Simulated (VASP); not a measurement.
# BeGeSb2 (P-4m2) in VASP: a series of runs

The runs below take BeGeSb2 through single point, relaxation of cell and atoms, with PBEsol.

All numbers are computed with VASP 6.6.1; they aren't measurements. Logs are shortened: lines on timing, memory, paths and dates and some standing lists are left out, and cuts for length are marked.

## 1. The cell of the first run

Symmetry: P-4m2, No. 115, tetragonal system. Conventional cell: a = 4.156 Å, b = 4.156 Å, c = 5.787 Å, α = 90.00°, β = 90.00°, γ = 90.00°. Be (site symmetry -4m2) has 4 Sb at 2.43 Å within 3.2 Å. Sb (site symmetry 2mm) has 2 Be at 2.43 Å and 2 Ge at 2.65 Å within 3.2 Å. Ge (site symmetry -4m2) has 4 Sb at 2.65 Å within 3.5 Å.

## 2. Single point, PBEsol

The input, INCAR:

```
PREC     = Accurate       # precision mode
ENCUT    = 520            # plane-wave cutoff, eV
EDIFF    = 1E-7           # SCF threshold, eV
ISMEAR   = -1             # smearing method
SIGMA    = 0.03           # smearing width, eV
LREAL    = False          # projectors in reciprocal space
LASPH    = True           # aspherical terms in the spheres
NELM     = 60             # most SCF steps
ALGO     = Normal         # electronic algorithm
ISIF     = 2              # what is computed and relaxed
LWAVE    = False          # write WAVECAR
LCHARG   = False          # write CHGCAR
GGA      = PS             # functional
NBANDS   = 21             # bands
```

The input, KPOINTS:

```
Automatic mesh
0
Gamma
  6 6 4
```

The input, POSCAR:

```
BeGeSb2
1.0
    4.1556123073      0.0000000000      0.0000000000
    0.0000000000      4.1556123073      0.0000000000
    0.0000000000      0.0000000000      5.7869235240
Be Sb Ge
1 2 1
Direct
    0.0000000000      0.0000000000      0.0000000000
    0.0000000000      0.5000000000      0.2168661853
    0.5000000000      0.0000000000      0.7831338147
    0.5000000000      0.5000000000      0.5000000000
```

Potentials or basis: VASP PAW PBE potentials, release 64 (Be, Sb, Ge_d).

The run is started by

```bash
> cat potpaw_PBE.64/Be/POTCAR potpaw_PBE.64/Sb/POTCAR potpaw_PBE.64/Ge_d/POTCAR > POTCAR
> mpirun -np 1 vasp_std > vasp.out
```

OUTCAR:

```text
PREC = Accurate
   ENCUT = 520
   EDIFF = 1E-7
   ISMEAR = -1
   LREAL = False
   LASPH = True
   NELM = 60
   ISIF = 2
   GGA = PS

 ion  position               nearest neighbor table
   1  0.000  0.000  0.000-   2 2.43   3 2.43   2 2.43   3 2.43
   2  0.000  0.500  0.217-   1 2.43   1 2.43   4 2.65   4 2.65
   3  0.500  0.000  0.783-   1 2.43   1 2.43   4 2.65   4 2.65
   4  0.500  0.500  0.500-   2 2.65   3 2.65   3 2.65   2 2.65

  LATTYP: Found a simple tetragonal cell.
 ALAT       =     4.1556123073
 C/A-ratio  =     1.3925561617

  Lattice vectors:

 A1 = (   4.1556123073,   0.0000000000,   0.0000000000)
 A2 = (   0.0000000000,   4.1556123073,   0.0000000000)
 A3 = (   0.0000000000,   0.0000000000,   5.7869235240)

Analysis of symmetry for initial positions (statically):
=====================================================================
 Subroutine PRICEL returns:
 Original cell was already a primitive cell.

 Routine SETGRP: Setting up the symmetry group for a
 simple tetragonal supercell.

 Subroutine GETGRP returns: Found  8 space group operations
 (whereof  8 operations were pure point group operations)
 out of a pool of 16 trial point group operations.

The static configuration has the point symmetry D_2d.

Analysis of symmetry for dynamics (positions and initial velocities):
=====================================================================
 Subroutine PRICEL returns:
 Original cell was already a primitive cell.

 Routine SETGRP: Setting up the symmetry group for a
 simple tetragonal supercell.

 Subroutine GETGRP returns: Found  8 space group operations
 (whereof  8 operations were pure point group operations)
 out of a pool of 16 trial point group operations.

The dynamic configuration has the point symmetry D_2d.

 Subroutine INISYM returns: Found  8 space group operations
 (whereof  8 operations are pure point group operations),
 and found     1 'primitive' translations

----------------------------------------------------------------------------------------

                                     Primitive cell

  volume of cell :      99.9350

  direct lattice vectors                    reciprocal lattice vectors
     4.155612307  0.000000000  0.000000000     0.240638425  0.000000000  0.000000000
     0.000000000  4.155612307  0.000000000     0.000000000  0.240638425  0.000000000
     0.000000000  0.000000000  5.786923524     0.000000000  0.000000000  0.172803390

  length of vectors
     4.155612307  4.155612307  5.786923524     0.240638425  0.240638425  0.172803390

  position of ions in fractional coordinates (direct lattice)
     0.000000000  0.000000000  0.000000000
     0.000000000  0.500000000  0.216866185
     0.500000000  0.000000000  0.783133815
     0.500000000  0.500000000  0.500000000

  ion indices of the primitive-cell ions
   primitive index   ion index
                 1           1
                 2           2
                 3           3
                 4           4

----------------------------------------------------------------------------------------

 KPOINTS: Automatic mesh

Automatic generation of k-mesh.
 Grid dimensions read from file:
 generate k-points for:    6    6    4

 Generating k-lattice:

  Cartesian coordinates                     Fractional coordinates (reciprocal lattice)
     0.040106404  0.000000000  0.000000000     0.166666667  0.000000000  0.000000000
     0.000000000  0.040106404  0.000000000     0.000000000  0.166666667  0.000000000
     0.000000000  0.000000000  0.043200847     0.000000000  0.000000000  0.250000000

  Length of vectors
     0.040106404  0.040106404  0.043200847

  Shift w.r.t. Gamma in fractional coordinates (k-lattice)
     0.000000000  0.000000000  0.000000000

 Subroutine IBZKPT returns following result:
 ===========================================

 Found     30 irreducible k-points:

 Following reciprocal coordinates:
            Coordinates               Weight
  0.000000  0.000000  0.000000      1.000000
  0.166667  0.000000  0.000000      4.000000
  0.333333  0.000000  0.000000      4.000000
  0.500000  0.000000  0.000000      2.000000
  0.166667  0.166667  0.000000      4.000000
  0.333333  0.166667  0.000000      8.000000
[... 16 lines left out ...]
  0.333333  0.000000  0.500000      4.000000
  0.500000  0.000000  0.500000      2.000000
 [... further k-points ...]
   k-points           NKPTS =     30   k-points in BZ     NKDIM =     30   number of bands    NBANDS=     21
   number of dos      NEDOS =    301   number of ions     NIONS =      4
   total plane-waves  NPLWV =  49152
   dimension x,y,z NGX =    32 NGY =   32 NGZ =   48
   dimension x,y,z NGXF=    64 NGYF=   64 NGZF=   96
   ions per type =               1   2   1
   NGX,Y,Z   is equivalent  to a cutoff of  12.80, 12.80, 13.79 a.u.
   NGXF,Y,Z  is equivalent  to a cutoff of  25.60, 25.60, 27.58 a.u.
 SYSTEM =  unknown system
   PREC   = accura    normal or accurate (medium, high low for compatibility)
   ISTART =      0    job   : 0-new  1-cont  2-samecut
   ICHARG =      2    charge: 1-file 2-atom 10-const
   ISPIN  =      1    spin polarized calculation?
   LNONCOLLINEAR =      F non collinear calculations
   LSORBIT =      F    spin-orbit coupling
   LASPH  =      T    aspherical Exc in radial PAW
   ENCUT  =  520.0 eV  38.22 Ry    6.18 a.u.   7.73  7.73 10.76*2*pi/ulx,y,z
   NELM   =     60;   NELMIN=  2; NELMDL= -5     # of ELM steps
   EDIFF  = 0.1E-06   stopping-criterion for ELM
   LREAL  =      F    real-space projection
   EDIFFG = 0.1E-05   stopping-criterion for IOM
   NSW    =      0    number of steps for IOM
   IBRION =     -1    ionic relax: 0-MD 1-quasi-New 2-CG
   NFREE  =      0    steps in history (QN), initial steepest desc. (CG)
   ISIF   =      2    stress and relaxation
   ISYM   =      2    0-nonsym 1-usesym 2-fastsym
   POTIM  = 0.5000    time-step for ionic-motion
   TEBEG  =    0.0;   TEEND  =   0.0 temperature during run
   PSTRESS=    0.0 pullay stress
   NELECT =      26.0000    total number of electrons
   NUPDOWN=      -1.0000    fix difference up-down
   EMIN   =  10.00;   EMAX   =-10.00  energy-range for DOS
   EFERMI =   0.00;   METHOD = LEGACY
   ISMEAR =    -1;   SIGMA  =   0.03  broadening in eV -4-tet -1-fermi 0-gaus
   EFERMI_NEDOS =   21; number of points for ismear=-14 and -15
   IALGO  =     38    algorithm
   IMIX   =      4    mixing-type and parameters
     AMIX     =   0.40;   BMIX     =  1.00
     AMIX_MAG =   1.60;   BMIX_MAG =  1.00
  volume/ion in A,a.u.               =      24.98       168.60
  Fermi-wavevector in a.u.,A,eV,Ry     =   1.045105  1.974962 14.860894  1.092245
  Thomas-Fermi vector in A             =   2.179887
   LORBIT       =      0    0 simple, 1 ext, 2 COOP (PROOUT), +10 PAW based schemes
   GGA     = PS    functional components
   LHFCALC =     F    Hartree Fock is set to
   AEXX    =    0.0000 exact exchange contribution
   IVDW    =     0    specifies the selected vdW correction
   LEPSILON=     F    determine dielectric tensor
   LRPA    =     F    only Hartree local field effects (RPA)
 non-spin polarized calculation
  energy-cutoff  :      520.00
  volume of cell :       99.94
 maximum number of plane-waves:      2712
 NGX is ok and might be reduce to    32
   NGX = 15   NGY = 15   NGZ = 21

 number of electron      26.0000020 magnetization

 Free energy of the ion-electron system (eV)
  ---------------------------------------------------
  ext. energy  EPLUGINS =         0.00000000
  ---------------------------------------------------
  free energy    TOTEN  =       -17.75599822 eV

  energy without entropy =      -17.75470646  energy(sigma->0) =      -17.75535234

 E-fermi :   5.3386     XC(G=0):  -9.3760

 val. band max:        5.3138556219   @ k =   0.1667   0.0000   0.0000
 cond. band min:       5.3811058045   @ k =   0.0000   0.0000   0.0000
 fundamental gap:      0.0672501826
 Fermi energy:         5.3385571663

 k-point     1 :       0.0000    0.0000    0.0000
  band No.  band energies     occupation
      1     -19.4023      2.00000
      2     -19.4000      2.00000
      3     -19.4000      2.00000
      4     -19.3864      2.00000
      5     -19.3813      2.00000
      6      -6.7476      2.00000
[... 13 lines left out ...]
     20      11.5986      0.00000
     21      14.2480      0.00000

 k-point     2 :       0.1667    0.0000    0.0000
  band No.  band energies     occupation
      1     -19.4022      2.00000
      2     -19.4000      2.00000
      3     -19.3999      2.00000
      4     -19.3862      2.00000
      5     -19.3816      2.00000
      6      -6.5557      2.00000
[... 13 lines left out ...]
     20      12.5098      0.00000
     21      12.8958      0.00000

 k-point     3 :       0.3333    0.0000    0.0000
  band No.  band energies     occupation
      1     -19.4032      2.00000
      2     -19.3999      2.00000
      3     -19.3987      2.00000
      4     -19.3857      2.00000
      5     -19.3821      2.00000
      6      -6.0307      2.00000
[... 13 lines left out ...]
     20      11.7403      0.00000
     21      12.1661      0.00000

 k-point     4 :       0.5000    0.0000    0.0000
  band No.  band energies     occupation
      1     -19.4038      2.00000
      2     -19.3998      2.00000
      3     -19.3980      2.00000
      4     -19.3855      2.00000
      5     -19.3823      2.00000
      6      -5.5665      2.00000
[... 13 lines left out ...]
     20      10.9258      0.00000
     21      12.0579      0.00000

 k-point     5 :       0.1667    0.1667    0.0000
  band No.  band energies     occupation
      1     -19.4021      2.00000
      2     -19.4009      2.00000
      3     -19.3988      2.00000
      4     -19.3861      2.00000
      5     -19.3818      2.00000
      6      -6.3618      2.00000
[... 13 lines left out ...]
     20      12.0100      0.00000
     21      12.0120      0.00000

 k-point     6 :       0.3333    0.1667    0.0000
  band No.  band energies     occupation
      1     -19.4031      2.00000
      2     -19.4011      2.00000
      3     -19.3972      2.00000
      4     -19.3856      2.00000
      5     -19.3823      2.00000
      6      -5.8286      2.00000
[... 13 lines left out ...]
     20      10.9143      0.00000
     21      11.5761      0.00000

 k-point     7 :       0.5000    0.1667    0.0000
  band No.  band energies     occupation
      1     -19.4037      2.00000
      2     -19.4011      2.00000
      3     -19.3965      2.00000
      4     -19.3854      2.00000
      5     -19.3826      2.00000
      6      -5.3464      2.00000
[... 13 lines left out ...]
     20      11.8022      0.00000
     21      12.7745      0.00000
[... 291 lines left out ...]
      1     -19.4036      2.00000
      2     -19.4036      2.00000
      3     -19.3932      2.00000
      4     -19.3850      2.00000
      5     -19.3834      2.00000
      6      -3.7872      2.00000
[... 13 lines left out ...]
     20      12.9201      0.00000
     21      13.8174      0.00000

 k-point    21 :       0.0000    0.0000    0.5000
  band No.  band energies     occupation
      1     -19.4023      2.00000
      2     -19.4001      2.00000
      3     -19.4001      2.00000
      4     -19.3864      2.00000
      5     -19.3813      2.00000
      6      -6.1831      2.00000
[... 13 lines left out ...]
     20      11.4820      0.00000
     21      11.7659      0.00000

 k-point    22 :       0.1667    0.0000    0.5000
  band No.  band energies     occupation
      1     -19.4022      2.00000
      2     -19.4000      2.00000
      3     -19.4000      2.00000
      4     -19.3861      2.00000
      5     -19.3816      2.00000
      6      -6.0149      2.00000
[... 13 lines left out ...]
     20      10.4720      0.00000
     21      11.1991      0.00000

 k-point    23 :       0.3333    0.0000    0.5000
  band No.  band energies     occupation
      1     -19.4032      2.00000
      2     -19.3999      2.00000
      3     -19.3987      2.00000
      4     -19.3857      2.00000
      5     -19.3821      2.00000
      6      -5.6122      2.00000
[... 13 lines left out ...]
     20      11.6386      0.00000
     21      12.0038      0.00000

 k-point    24 :       0.5000    0.0000    0.5000
  band No.  band energies     occupation
      1     -19.4039      2.00000
      2     -19.3999      2.00000
      3     -19.3980      2.00000
      4     -19.3854      2.00000
      5     -19.3823      2.00000
      6      -5.3646      2.00000
[... 13 lines left out ...]
     20      11.4808      0.00000
     21      12.3621      0.00000

 [... further k-points ...]
[... 5 lines left out ...]
  --------------------------------------------------------------------------------------
  -------------------------------------------------------------------------------------
  Total        0.1486439      0.1486439      0.1498271      0.0000000      0.0000000      0.0000000
  in kB        2.3830873      2.3830873      2.4020562      0.0000000      0.0000000      0.0000000
  external PRESSURE =       2.3894103 kB  Pullay stress =       0.0000000 kB

 VOLUME and BASIS-vectors are now :
 -----------------------------------------------------------------------------
  energy-cutoff  :      520.00
  volume of cell :       99.94
      direct lattice vectors                 reciprocal lattice vectors
     4.155612307  0.000000000  0.000000000     0.240638425  0.000000000  0.000000000
     0.000000000  4.155612307  0.000000000     0.000000000  0.240638425  0.000000000
     0.000000000  0.000000000  5.786923524     0.000000000  0.000000000  0.172803390

 POSITION                                       TOTAL-FORCE (eV/Angst)
 -----------------------------------------------------------------------------------
      0.00000      0.00000      0.00000         0.000000      0.000000      0.000000
      0.00000      2.07781      1.25499        -0.000000      0.000000     -0.004560
      2.07781      0.00000      4.53194         0.000000      0.000000      0.004560
      2.07781      2.07781      2.89346         0.000000     -0.000000      0.000000
 -----------------------------------------------------------------------------------
    total drift:                                0.000000      0.000000     -0.000000

  FREE ENERGIE OF THE ION-ELECTRON SYSTEM (eV)
  ---------------------------------------------------
  free  energy   TOTEN  =       -17.7559982201 eV

  energy  without entropy=      -17.7547064556  energy(sigma->0) =      -17.75535234
```

Run time: 41 s. Hardware: 1 thread of Intel Xeon Platinum 8259CL at 2.50GHz (Skylake/Cascade Lake), shared host; peak memory 0.25 GiB.

Results:

```
Free energy            : -17.7560 eV
Pressure               : 0.2 GPa
Largest force          : 0.005 eV/Å
Band gap on the k mesh : zero (bands 13 and 14 overlap by 0.69 eV)
```

Forces in eV/Å, atoms in the order of the input:
```
Be   0.000  0.000  0.000
Sb   0.000  0.000 -0.005
Sb   0.000  0.000  0.005
Ge   0.000  0.000  0.000
```

Caveat: the PAW data sets were made with another functional, which shifts forces and pressure a little; spin-orbit coupling is left out, which moves the levels of the heavy elements.

[end of part 1 of 2]
